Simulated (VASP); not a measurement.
# NiPt (P4/mmm) in VASP: single point with LDA

Aim: the single point of NiPt with LDA.

Program: VASP 6.6.1. These are calculated values, not measurements. Logs are shortened: lines on timing, memory, paths and dates and some standing lists are left out, and cuts for length are marked.

## Step 1: The cell of the first run

Symmetry: P4/mmm, No. 123, tetragonal system. Conventional cell: a = 2.710 Å, b = 2.710 Å, c = 3.578 Å, α = 90.00°, β = 90.00°, γ = 90.00°. Within 3.6 Å of Ni (site symmetry 4/mmm) lie 8 Pt at 2.62 Å and 6 Ni at 2.71 to 3.58 Å. Within 3.6 Å of Pt (site symmetry 4/mmm) lie 8 Ni at 2.62 Å and 6 Pt at 2.71 to 3.58 Å.

## Step 2: Single point, LDA, collinear spin, ferromagnetic start

INCAR

```
ALGO = Normal ; EDIFF = 1E-6
ENCUT = 520 ; GGA = CA
ISIF = 2 ; ISMEAR = -1
ISPIN = 2 ; LASPH = True
LCHARG = False ; LMAXMIX = 4
LORBIT = 11 ; LREAL = False
LWAVE = False ; MAGMOM = 1.5 1.5 0.6 0.6
NBANDS = 32 ; NELM = 150
PREC = Accurate ; SIGMA = 0.1
```

KPOINTS

```
k-points
0
Gamma
  6 10 6
```

POSCAR

```
NiPt
1.0
    0.0000000000      2.7099397941      3.5783200000
    2.7099397941      0.0000000000      0.0000000000
    0.0000000000      2.7099397941     -3.5783200000
Ni Pt
2 2
Direct
    0.5000000000      0.5000000000      0.0000000000
    0.0000000000      0.5000000000      0.5000000000
    0.0000000000      0.0000000000      0.0000000000
    0.5000000000      0.0000000000      0.5000000000
```

Potentials or basis: VASP PAW LDA potentials, release 64 (Ni, Pt).

The run is started by

```
cat potpaw_LDA.64/Ni/POTCAR potpaw_LDA.64/Pt/POTCAR > POTCAR
mpirun -np 1 vasp_std > vasp.out
```

OUTCAR:

```text
EDIFF = 1E-6
   ENCUT = 520
   GGA = CA
   ISIF = 2
   ISMEAR = -1
   ISPIN = 2
   LASPH = True
   LORBIT = 11
   LREAL = False
   NELM = 150
   PREC = Accurate

 ion  position               nearest neighbor table
   1  0.500  0.500  0.000-   3 2.62   4 2.62   4 2.62   3 2.62   4 2.62   4 2.62   3 2.62   3 2.62
                             2 2.71   2 2.71
   2  0.000  0.500  0.500-   3 2.62   4 2.62   3 2.62   3 2.62   4 2.62   3 2.62   4 2.62   4 2.62
                             1 2.71   1 2.71
   3  0.000  0.000  0.000-   1 2.62   2 2.62   2 2.62   1 2.62   2 2.62   2 2.62   1 2.62   1 2.62
                             4 2.71   4 2.71
   4  0.500  0.000  0.500-   1 2.62   2 2.62   1 2.62   1 2.62   2 2.62   1 2.62   2 2.62   2 2.62
                             3 2.71   3 2.71

  LATTYP: Found a base centered orthorhombic cell.
 ALAT       =     5.4198795882
 B/A-ratio  =     1.3204426193
 C/A-ratio  =     0.5000000000

  Lattice vectors:

 A1 = (   0.0000000000,   2.7099397941,  -3.5783200000)
 A2 = (   0.0000000000,   2.7099397941,   3.5783200000)
 A3 = (   2.7099397941,   0.0000000000,   0.0000000000)

Analysis of symmetry for initial positions (statically):
=====================================================================
 Subroutine PRICEL returns following result:

  LATTYP: Found a simple tetragonal cell.
 ALAT       =     2.7099397941
 C/A-ratio  =     1.3204426193
[... 12 lines left out ...]
 Subroutine GETGRP returns: Found  8 space group operations
 (whereof  8 operations were pure point group operations)
 out of a pool of  8 trial point group operations.

The static configuration has the point symmetry D_2h.

Analysis of symmetry for dynamics (positions and initial velocities):
=====================================================================
 Subroutine PRICEL returns following result:

  LATTYP: Found a simple tetragonal cell.
 ALAT       =     2.7099397941
 C/A-ratio  =     1.3204426193
[... 12 lines left out ...]
 Subroutine GETGRP returns: Found  8 space group operations
 (whereof  8 operations were pure point group operations)
 out of a pool of  8 trial point group operations.

The dynamic configuration has the point symmetry D_2h.

Analysis of structural, dynamic, and magnetic symmetry:
=====================================================================
 Subroutine PRICEL returns following result:

  LATTYP: Found a simple tetragonal cell.
 ALAT       =     2.7099397941
 C/A-ratio  =     1.3204426193
[... 12 lines left out ...]
 Subroutine GETGRP returns: Found  8 space group operations
 (whereof  8 operations were pure point group operations)
 out of a pool of  8 trial point group operations.

The overall configuration has the point symmetry D_2h.

 Subroutine INISYM returns: Found  8 space group operations
 (whereof  8 operations are pure point group operations),
 and found     2 'primitive' translations

----------------------------------------------------------------------------------------

                                     Primitive cell

  volume of cell :      26.2784

  direct lattice vectors                    reciprocal lattice vectors
     0.000000000  2.709939794  0.000000000     0.000000000  0.369011888  0.000000000
     2.709939794  0.000000000  0.000000000     0.369011888  0.000000000  0.000000000
     0.000000000  0.000000000 -3.578320000     0.000000000  0.000000000 -0.279460753

  length of vectors
     2.709939794  2.709939794  3.578320000     0.369011888  0.369011888  0.279460753

  position of ions in fractional coordinates (direct lattice)
     0.500000000  0.500000000  0.500000000
     0.000000000  0.000000000  0.000000000

  ion indices of the primitive-cell ions
   primitive index   ion index
                 1           1
                 2           3

----------------------------------------------------------------------------------------

 KPOINTS: k-points

Automatic generation of k-mesh.
 Grid dimensions read from file:
 generate k-points for:    6   10    6

 Generating k-lattice:

  Cartesian coordinates                     Fractional coordinates (reciprocal lattice)
     0.000000000  0.030750991  0.023288396     0.166666667  0.000000000 -0.000000000
     0.036901189  0.000000000  0.000000000     0.000000000  0.100000000  0.000000000
     0.000000000  0.030750991 -0.023288396    -0.000000000  0.000000000  0.166666667

  Length of vectors
     0.038574251  0.036901189  0.038574251

  Shift w.r.t. Gamma in fractional coordinates (k-lattice)
     0.000000000  0.000000000  0.000000000

 Subroutine IBZKPT returns following result:
 ===========================================

 Found     78 irreducible k-points:

 Following reciprocal coordinates:
            Coordinates               Weight
  0.000000  0.000000  0.000000      1.000000
  0.166667  0.000000 -0.000000      4.000000
  0.333333  0.000000 -0.000000      4.000000
  0.500000  0.000000  0.000000      2.000000
  0.000000  0.100000  0.000000      2.000000
  0.166667  0.100000 -0.000000      8.000000
[... 16 lines left out ...]
  0.333333  0.500000 -0.000000      4.000000
  0.500000  0.500000  0.000000      2.000000
 [... further k-points ...]
   k-points           NKPTS =     78   k-points in BZ     NKDIM =     78   number of bands    NBANDS=     32
   number of dos      NEDOS =    301   number of ions     NIONS =      4
   total plane-waves  NPLWV =  25920
   dimension x,y,z NGX =    36 NGY =   20 NGZ =   36
   dimension x,y,z NGXF=    72 NGYF=   40 NGZF=   72
   ions per type =               2   2
   NGX,Y,Z   is equivalent  to a cutoff of  13.33, 12.27, 13.33 a.u.
   NGXF,Y,Z  is equivalent  to a cutoff of  26.67, 24.54, 26.67 a.u.
 SYSTEM =  unknown system
   PREC   = accura    normal or accurate (medium, high low for compatibility)
   ISTART =      0    job   : 0-new  1-cont  2-samecut
   ICHARG =      2    charge: 1-file 2-atom 10-const
   ISPIN  =      2    spin polarized calculation?
   LNONCOLLINEAR =      F non collinear calculations
   LSORBIT =      F    spin-orbit coupling
   LASPH  =      T    aspherical Exc in radial PAW
   ENCUT  =  520.0 eV  38.22 Ry    6.18 a.u.   8.35  5.04  8.35*2*pi/ulx,y,z
   NELM   =    150;   NELMIN=  2; NELMDL= -5     # of ELM steps
   EDIFF  = 0.1E-05   stopping-criterion for ELM
   LREAL  =      F    real-space projection
   EDIFFG = 0.1E-04   stopping-criterion for IOM
   NSW    =      0    number of steps for IOM
   IBRION =     -1    ionic relax: 0-MD 1-quasi-New 2-CG
   NFREE  =      0    steps in history (QN), initial steepest desc. (CG)
   ISIF   =      2    stress and relaxation
   ISYM   =      2    0-nonsym 1-usesym 2-fastsym
   POTIM  = 0.5000    time-step for ionic-motion
   TEBEG  =    0.0;   TEEND  =   0.0 temperature during run
   PSTRESS=    0.0 pullay stress
   NELECT =      40.0000    total number of electrons
   NUPDOWN=      -1.0000    fix difference up-down
   EMIN   =  10.00;   EMAX   =-10.00  energy-range for DOS
   EFERMI =   0.00;   METHOD = LEGACY
   ISMEAR =    -1;   SIGMA  =   0.10  broadening in eV -4-tet -1-fermi 0-gaus
   EFERMI_NEDOS =   21; number of points for ismear=-14 and -15
   IALGO  =     38    algorithm
   IMIX   =      4    mixing-type and parameters
     AMIX     =   0.40;   BMIX     =  1.00
     AMIX_MAG =   1.60;   BMIX_MAG =  1.00
  volume/ion in A,a.u.               =      13.14        88.67
  Fermi-wavevector in a.u.,A,eV,Ry     =   1.494693  2.824560 30.396875  2.234107
  Thomas-Fermi vector in A             =   2.606933
   LORBIT       =     11    0 simple, 1 ext, 2 COOP (PROOUT), +10 PAW based schemes
   GGA     = CA    functional components
   LHFCALC =     F    Hartree Fock is set to
   AEXX    =    0.0000 exact exchange contribution
   IVDW    =     0    specifies the selected vdW correction
   LEPSILON=     F    determine dielectric tensor
   LRPA    =     F    only Hartree local field effects (RPA)
 spin polarized calculation
  energy-cutoff  :      520.00
  volume of cell :       52.56
 maximum number of plane-waves:      1428
 NGX is ok and might be reduce to    36
   NGX = 17   NGY = 11   NGZ = 17

 number of electron      40.0000009 magnetization       0.9436848

 Free energy of the ion-electron system (eV)
  ---------------------------------------------------
  ext. energy  EPLUGINS =         0.00000000
  ---------------------------------------------------
  free energy    TOTEN  =       -28.49263061 eV

  energy without entropy =      -28.24471906  energy(sigma->0) =      -28.36867484

 E-fermi :  10.0332     XC(G=0): -13.5767

 val. band max:       10.0299949893   @ k =  -0.3333   0.0000   0.1667
 cond. band min:      10.0368113675   @ k =   0.5000   0.3000   0.3333
 fundamental gap:      0.0068163782
 Fermi energy:        10.0331866844

 spin component 1

 k-point     1 :       0.0000    0.0000    0.0000
  band No.  band energies     occupation
      1       0.3928      1.00000
      2       3.5710      1.00000
      3       3.8391      1.00000
      4       3.9915      1.00000
      5       4.0758      1.00000
      6       6.6485      1.00000
[... 829 lines left out ...]
     31      23.1696      0.00000
     32      23.1696      0.00000

 [... further k-points ...]

 spin component 2

 k-point     1 :       0.0000    0.0000    0.0000
  band No.  band energies     occupation
      1       0.4218      1.00000
      2       3.6469      1.00000
      3       3.9324      1.00000
      4       4.0751      1.00000
      5       4.1559      1.00000
      6       6.7947      1.00000
[... 829 lines left out ...]
     31      23.2407      0.00000
     32      23.2407      0.00000

 [... further k-points ...]

------------------------ aborting loop because EDIFF is reached ----------------------------------------

  FORCE on cell =-STRESS in cart. coord.  units (eV):
  Direction    XX          YY          ZZ          XY          YZ          ZX
  --------------------------------------------------------------------------------------
  -------------------------------------------------------------------------------------
  Total       -3.9628570     -4.1445684     -3.7922963      0.0000000      0.0000000      0.0000000
  in kB     -120.8065634   -126.3459826   -115.6070681      0.0000000      0.0000000      0.0000000
  external PRESSURE =    -120.9198714 kB  Pullay stress =       0.0000000 kB

 VOLUME and BASIS-vectors are now :
 -----------------------------------------------------------------------------
  energy-cutoff  :      520.00
  volume of cell :       52.56
      direct lattice vectors                 reciprocal lattice vectors
     0.000000000  2.709939794  3.578320000     0.000000000  0.184505944  0.139730376
     2.709939794  0.000000000  0.000000000     0.369011888  0.000000000  0.000000000
     0.000000000  2.709939794 -3.578320000     0.000000000  0.184505944 -0.139730376

 POSITION                                       TOTAL-FORCE (eV/Angst)
 -----------------------------------------------------------------------------------
      1.35497      1.35497      1.78916         0.000000      0.000000     -0.000000
      1.35497      1.35497     -1.78916        -0.000000     -0.000000      0.000000
      0.00000      0.00000      0.00000        -0.000000     -0.000000     -0.000000
      0.00000      2.70994      0.00000        -0.000000      0.000000      0.000000
 -----------------------------------------------------------------------------------
    total drift:                                0.000000      0.000000     -0.000000

  FREE ENERGIE OF THE ION-ELECTRON SYSTEM (eV)
  ---------------------------------------------------
  free  energy   TOTEN  =       -28.4926306095 eV

  energy  without entropy=      -28.2447190613  energy(sigma->0) =      -28.36867484

 total charge

# of ion       s       p       d       tot
------------------------------------------
    1        0.439   0.463   8.339   9.242
    2        0.439   0.463   8.339   9.242
    3        0.700   0.634   8.038   9.371
    4        0.700   0.634   8.038   9.371
--------------------------------------------------
tot          2.278   2.194  32.754  37.226

 magnetization (x)

# of ion       s       p       d       tot
------------------------------------------
    1       -0.000  -0.002   0.330   0.327
    2       -0.000  -0.002   0.330   0.327
    3       -0.002  -0.007   0.153   0.144
    4       -0.002  -0.007   0.153   0.144
--------------------------------------------------
tot         -0.004  -0.019   0.965   0.942
```

Run time: 7.5 min. Hardware: 1 thread of AMD EPYC 7R43 (Zen 3), shared host; peak memory 0.25 GiB.

What came out:

- Free energy: -28.4926 eV
- Pressure: -12.1 GPa
- Net moment: 0.94 μB per cell
- Site moments: Ni +0.33; Pt +0.14 μB
- Valence electrons inside the program's atomic spheres: Ni 9.24; Pt 9.37

Caveat: the cell stands under tension; spin-orbit coupling is left out, which moves the levels of the heavy elements.
